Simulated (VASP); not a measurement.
# Cl (P6/mmm) in VASP: relaxation of cell and atoms with PBEsol

Aim: the relaxation of cell and atoms of Cl with PBEsol.

Everything below comes from runs of VASP 6.6.1. Logs are shortened: lines on timing, memory, paths and dates and some standing lists are left out, and cuts for length are marked.

## Step 1: The cell of the first run

It takes space group P6/mmm (No. 191, hexagonal). The conventional cell has a = 2.235 Å, b = 2.235 Å, c = 1.917 Å, α = 90.00°, β = 90.00°, γ = 120.00°. Within 2.5 Å of Cl (site symmetry 6/mmm) lie 8 Cl at 1.92 to 2.23 Å.

## Step 2: Relaxation of cell and atoms, PBEsol, target pressure 270 GPa, at which the enthalpy is minimised

INCAR

```
SYSTEM = Cl
ALGO = Normal ; EDIFF = 1E-6
EDIFFG = -0.005 ; ENCUT = 600
GGA = PS ; IBRION = 2
ISIF = 3 ; ISMEAR = -1
LASPH = .True. ; LCHARG = .False.
LREAL = .False. ; LWAVE = .False.
NELM = 100 ; NSW = 32
PREC = Accurate ; PSTRESS = 2700.0
SIGMA = 0.1
```

KPOINTS

```
k-points
0
Gamma
  19 19 18
  0 0 0
```

POSCAR

```
Cl
1.0
    2.2346496936      0.0000000000      0.0000000000
   -1.1173248468      1.9352634032      0.0000000000
    0.0000000000      0.0000000000      1.9168171139
Cl
1
Direct
    0.0000000000      0.0000000000      0.0000000000
```

Potentials or basis: VASP PAW PBE potentials, release 64 (Cl).

Run with:

```sh
cat potpaw_PBE.64/Cl/POTCAR > POTCAR
mpirun -np 1 vasp_std > vasp.out
```

OUTCAR:

```text
SYSTEM = Cl
   EDIFF = 1E-6
   EDIFFG = -0.005
   ENCUT = 600
   GGA = PS
   IBRION = 2
   ISIF = 3
   ISMEAR = -1
   LASPH = .True.
   LREAL = .False.
   NELM = 100
   NSW = 32
   PREC = Accurate
   PSTRESS = 2700.0

 ion  position               nearest neighbor table
   1  0.000  0.000  0.000-

  LATTYP: Found a hexagonal cell.
 ALAT       =     2.2346496936
 C/A-ratio  =     0.8577707367

  Lattice vectors:

 A1 = (   2.2346496936,   0.0000000000,   0.0000000000)
 A2 = (  -1.1173248468,   1.9352634032,   0.0000000000)
 A3 = (   0.0000000000,   0.0000000000,   1.9168171139)

Analysis of symmetry for initial positions (statically):
=====================================================================
 Subroutine PRICEL returns:
 Original cell was already a primitive cell.

 Routine SETGRP: Setting up the symmetry group for a
 hexagonal supercell.

 Subroutine GETGRP returns: Found 24 space group operations
 (whereof 24 operations were pure point group operations)
 out of a pool of 24 trial point group operations.

The static configuration has the point symmetry D_6h.

Analysis of symmetry for dynamics (positions and initial velocities):
=====================================================================
 Subroutine PRICEL returns:
 Original cell was already a primitive cell.

 Routine SETGRP: Setting up the symmetry group for a
 hexagonal supercell.

 Subroutine GETGRP returns: Found 24 space group operations
 (whereof 24 operations were pure point group operations)
 out of a pool of 24 trial point group operations.

The dynamic configuration has the point symmetry D_6h.

 Subroutine INISYM returns: Found 24 space group operations
 (whereof 24 operations are pure point group operations),
 and found     1 'primitive' translations

----------------------------------------------------------------------------------------

                                     Primitive cell

  volume of cell :       8.2895

  direct lattice vectors                    reciprocal lattice vectors
     2.234649694  0.000000000  0.000000000     0.447497432  0.258362763  0.000000000
    -1.117324847  1.935263403  0.000000000     0.000000000  0.516725526  0.000000000
     0.000000000  0.000000000  1.916817114     0.000000000  0.000000000  0.521698180

  length of vectors
     2.234649694  2.234649694  1.916817114     0.516725526  0.516725526  0.521698180

  position of ions in fractional coordinates (direct lattice)
     0.000000000  0.000000000  0.000000000

  ion indices of the primitive-cell ions
   primitive index   ion index
                 1           1

----------------------------------------------------------------------------------------

 KPOINTS: k-points

Automatic generation of k-mesh.
 Grid dimensions read from file:
 generate k-points for:   19   19   18

 Generating k-lattice:

  Cartesian coordinates                     Fractional coordinates (reciprocal lattice)
     0.023552496  0.013598040  0.000000000     0.052631579  0.000000000  0.000000000
     0.000000000  0.027196080  0.000000000     0.000000000  0.052631579  0.000000000
     0.000000000  0.000000000  0.028983232     0.000000000  0.000000000  0.055555556

  Length of vectors
     0.027196080  0.027196080  0.028983232

  Shift w.r.t. Gamma in fractional coordinates (k-lattice)
     0.000000000  0.000000000  0.000000000

 Subroutine IBZKPT returns following result:
 ===========================================

 Found    400 irreducible k-points:

 Following reciprocal coordinates:
            Coordinates               Weight
  0.000000  0.000000  0.000000      1.000000
  0.052632  0.000000  0.000000      6.000000
  0.105263  0.000000  0.000000      6.000000
  0.157895  0.000000  0.000000      6.000000
  0.210526 -0.000000  0.000000      6.000000
  0.263158  0.000000  0.000000      6.000000
[... 16 lines left out ...]
  0.263158  0.105263  0.000000     12.000000
  0.315789  0.105263  0.000000     12.000000
 [... further k-points ...]
   k-points           NKPTS =    400   k-points in BZ     NKDIM =    400   number of bands    NBANDS=      7
   number of dos      NEDOS =    301   number of ions     NIONS =      1
   total plane-waves  NPLWV =   5184
   dimension x,y,z NGX =    18 NGY =   18 NGZ =   16
   dimension x,y,z NGXF=    36 NGYF=   36 NGZF=   32
   ions per type =               1
   NGX,Y,Z   is equivalent  to a cutoff of  13.39, 13.39, 13.88 a.u.
   NGXF,Y,Z  is equivalent  to a cutoff of  26.78, 26.78, 27.75 a.u.
 SYSTEM =  Cl
   PREC   = accura    normal or accurate (medium, high low for compatibility)
   ISTART =      0    job   : 0-new  1-cont  2-samecut
   ICHARG =      2    charge: 1-file 2-atom 10-const
   ISPIN  =      1    spin polarized calculation?
   LNONCOLLINEAR =      F non collinear calculations
   LSORBIT =      F    spin-orbit coupling
   LASPH  =      T    aspherical Exc in radial PAW
   ENCUT  =  600.0 eV  44.10 Ry    6.64 a.u.   4.46  4.46  3.83*2*pi/ulx,y,z
   NELM   =    100;   NELMIN=  2; NELMDL= -5     # of ELM steps
   EDIFF  = 0.1E-05   stopping-criterion for ELM
   LREAL  =      F    real-space projection
   EDIFFG = -.5E-02   stopping-criterion for IOM
   NSW    =     32    number of steps for IOM
   IBRION =      2    ionic relax: 0-MD 1-quasi-New 2-CG
   NFREE  =      1    steps in history (QN), initial steepest desc. (CG)
   ISIF   =      3    stress and relaxation
   ISYM   =      2    0-nonsym 1-usesym 2-fastsym
   POTIM  = 0.5000    time-step for ionic-motion
   TEBEG  =    0.0;   TEEND  =   0.0 temperature during run
   PSTRESS= 2700.0 pullay stress
   NELECT =       7.0000    total number of electrons
   NUPDOWN=      -1.0000    fix difference up-down
   EMIN   =  10.00;   EMAX   =-10.00  energy-range for DOS
   EFERMI =   0.00;   METHOD = LEGACY
   ISMEAR =    -1;   SIGMA  =   0.10  broadening in eV -4-tet -1-fermi 0-gaus
   EFERMI_NEDOS =   21; number of points for ismear=-14 and -15
   IALGO  =     38    algorithm
   IMIX   =      4    mixing-type and parameters
     AMIX     =   0.40;   BMIX     =  1.00
     AMIX_MAG =   1.60;   BMIX_MAG =  1.00
  volume/ion in A,a.u.               =       8.29        55.94
  Fermi-wavevector in a.u.,A,eV,Ry     =   1.547382  2.924127 32.577653  2.394390
  Thomas-Fermi vector in A             =   2.652483
   LORBIT       =      0    0 simple, 1 ext, 2 COOP (PROOUT), +10 PAW based schemes
   GGA     = PS    functional components
   LHFCALC =     F    Hartree Fock is set to
   AEXX    =    0.0000 exact exchange contribution
   IVDW    =     0    specifies the selected vdW correction
   LEPSILON=     F    determine dielectric tensor
   LRPA    =     F    only Hartree local field effects (RPA)
 conjugate gradient relaxation of ions
 non-spin polarized calculation
  energy-cutoff  :      600.00
  volume of cell :        8.29
 maximum number of plane-waves:       296
 NGX is ok and might be reduce to    18
   NGX =  9   NGY =  9   NGZ =  7

--------------------------------------- Ionic step        1  -------------------------------------------

 number of electron       7.0000001 magnetization

 Free energy of the ion-electron system (eV)
  ---------------------------------------------------
  ext. energy  EPLUGINS =         0.00000000
  ---------------------------------------------------
  free energy    TOTEN  =         3.70384055 eV

  energy without entropy =        3.71665155  energy(sigma->0) =        3.71024605

------------------------ aborting loop because EDIFF is reached ----------------------------------------

  FORCE on cell =-STRESS in cart. coord.  units (eV):
  Direction    XX          YY          ZZ          XY          YZ          ZX
  --------------------------------------------------------------------------------------
  -------------------------------------------------------------------------------------
  Total       14.1582872     14.1582872     13.9798814     -0.0000000      0.0000000      0.0000000
  in kB     2736.4724885   2736.4724884   2701.9907221     -0.0000000      0.0000000      0.0000000
  external PRESSURE =      24.9785663 kB  Pullay stress =    2700.0000000 kB
[... 133 lines left out ...]
  enthalpy is  TOTEN    =        17.6731859340 eV   P V=       14.0221949636

--------------------------------------- Ionic step        5  -------------------------------------------

 number of electron       7.0000000 magnetization

 Free energy of the ion-electron system (eV)
  ---------------------------------------------------
  ext. energy  EPLUGINS =         0.00000000
  ---------------------------------------------------
  free energy    TOTEN  =         3.63419484 eV

  energy without entropy =        3.64690431  energy(sigma->0) =        3.64054957

 E-fermi :  19.6971     XC(G=0): -14.6231

 val. band max:       19.6967913192   @ k =   0.1579   0.0526   0.4444
 cond. band min:      19.7021904067   @ k =   0.3158   0.1579   0.4444
 fundamental gap:      0.0053990875
 Fermi energy:        19.6971024177

 k-point     1 :       0.0000    0.0000    0.0000
  band No.  band energies     occupation
      1      -9.0663      2.00000
      2      20.0677      0.04799
      3      20.0677      0.04799
      4      24.2350      0.00000
      5      24.7145      0.00000
      6      30.4471      0.00000
      7      30.4471      0.00000
[... 221 lines left out ...]
 k-point    24 :       0.3158    0.1053    0.0000
  band No.  band energies     occupation
      1      -4.3669      2.00000
      2       6.0849      2.00000
      3      13.4660      2.00000
      4      25.6764      0.00000
      5      27.1136      0.00000
      6      34.4219      0.00000
      7      41.3588      0.00000

 [... further k-points ...]
[... 5 lines left out ...]
  --------------------------------------------------------------------------------------
  -------------------------------------------------------------------------------------
  Total       14.0367829     14.0367829     14.0375300     -0.0000000     -0.0000000     -0.0000000
  in kB     2699.6364002   2699.6364001   2699.7800829     -0.0000000     -0.0000000     -0.0000000
  external PRESSURE =      -0.3157056 kB  Pullay stress =    2700.0000000 kB
[... 16 lines left out ...]
  FREE ENERGIE OF THE ION-ELECTRON SYSTEM (eV)
  ---------------------------------------------------
  free  energy   TOTEN  =         3.6341948390 eV

  energy  without entropy=        3.6469043083  energy(sigma->0) =        3.64054957

  enthalpy is  TOTEN    =        17.6728683051 eV   P V=       14.0386734661

 reached required accuracy - stopping structural energy minimisation
```

Wall time 57 s (1 thread of AMD EPYC 7R13, shared host); peak memory 0.1 GiB.

What came out:

| Quantity | Value |
| --- | --- |
| Free energy | 3.6342 eV |
| Relaxed volume | 8.33 Å³/atom |
| Relaxed cell | a = 2.241 Å, b = 2.241 Å, c = 1.915 Å, α = 90.00°, β = 90.00°, γ = 120.00° |
| Space group after relaxing (to 0.1 Å) | P6/mmm (No. 191) |
| Energy change on relaxing (the run minimises the enthalpy) | -69.6 meV/atom |
| Ionic steps | 5 |
| Pressure after relaxing | 270.0 GPa |
| Band gap on the k mesh | zero (an odd number of electrons rules out a gap without spin polarisation) |

The path:
| step | energy change (eV) | largest force (eV/Å) | pressure (GPa) | volume (Å³) |
| --- | --- | --- | --- | --- |
| 1 | 0.0000 | 0.0000 | 272.50 | 8.29 |
| 2 | -0.2602 | 0.0000 | 262.12 | 8.45 |
| 3 | -0.0768 | 0.0000 | 269.40 | 8.33 |
| 4 | -0.0528 | 0.0000 | 271.37 | 8.32 |
| 5 | -0.0696 | 0.0000 | 269.97 | 8.33 |

Final structure:
```
Cl
1.0
     2.24135    0.00000    0.00000
    -1.12067    1.94106    0.00000
     0.00000    0.00000    1.91480
Cl
1
Direct
  0.00000 0.00000 0.00000
```

Caveat: the cell is relaxed towards a set pressure, so the run minimises the enthalpy, not the energy; the PAW data sets were made with another functional, which shifts forces and pressure a little; an odd number of electrons without spin polarisation forces a metal; a magnetic or distorted state may lie lower.
